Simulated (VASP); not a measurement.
The system is Nd2Y2Cl.

```xyz
5
Lattice="5.0090 0.0000 0.0000 -2.5045 4.3379 0.0000 0.0000 0.0000 6.2340" Properties=species:S:1:pos:R:3 pbc="T T T"
Nd    0.0000    2.8920    1.5193
Nd    2.5045    1.4460    1.5193
Y     0.0000    2.8920    5.4396
Y     2.5045    1.4460    5.4396
Cl    0.0000    0.0000    1.9980
```

The cell was generated, and may not be a known phase.

| Property | Result |
| --- | --- |
| Program | VASP 6.6.1 |
| Task | relaxation of cell and atoms |
| Functional | PBE |
| Potentials or basis | VASP PAW PBE potentials, release 64 (Nd_3, Y_sv, Cl), 4f in core |
| Cutoff | 500 eV |
| k mesh | 4 × 4 × 3 |
| Occupations | gaussian, width 0.2 eV |
| Spin | no spin polarisation |

At the start: pressure 21.0 GPa; volume 27.09 Å³/atom.

Q: How do energy, volume and symmetry change on relaxing?

A: Over 12 steps the energy falls by 860.1 meV/atom and the volume is 36.94 Å³/atom (+36.4 %); space group P6mm (No. 183, to 0.1 Å) before and after.

Step by step:
```csv
step,energy change (eV),largest force (eV/Å),pressure (GPa),volume (Å³)
1,0.0000,6.0150,20.98,135.46
2,-3.0532,0.1477,-2.44,216.45
3,-3.5340,0.4860,1.10,177.35
4,-3.5514,0.3203,0.25,183.19
5,-3.5511,0.3643,0.48,181.54
6,-3.8249,0.4553,-0.15,185.71
7,-4.0788,0.6380,-0.78,195.90
8,-4.1194,0.5690,-0.75,192.65
9,-4.1268,0.5869,-0.78,193.47
10,-4.2207,0.4039,-0.24,188.38
11,-4.2489,0.1941,0.51,182.96
12,-4.3005,0.0262,0.12,184.70
```

Final structure:
```xyz
5
Lattice="5.7570 0.0000 0.0000 -2.8785 4.9857 0.0000 0.0000 0.0000 6.4349" Properties=species:S:1:pos:R:3 pbc="T T T"
Nd    0.0000    3.3238    1.9535
Nd    2.8785    1.6619    1.9535
Y     0.0000    3.3238    5.2057
Y     2.8785    1.6619    5.2057
Cl    0.0000    0.0000    2.1101
```

Caveat: the k points lie up to 0.33 Å⁻¹ apart in the final cell, too coarse for converged energies and pressures of a metal; the volume moved by over 15 % at a fixed basis, so the end points are rough; the run has no spin polarisation, though such a crystal can be magnetic.
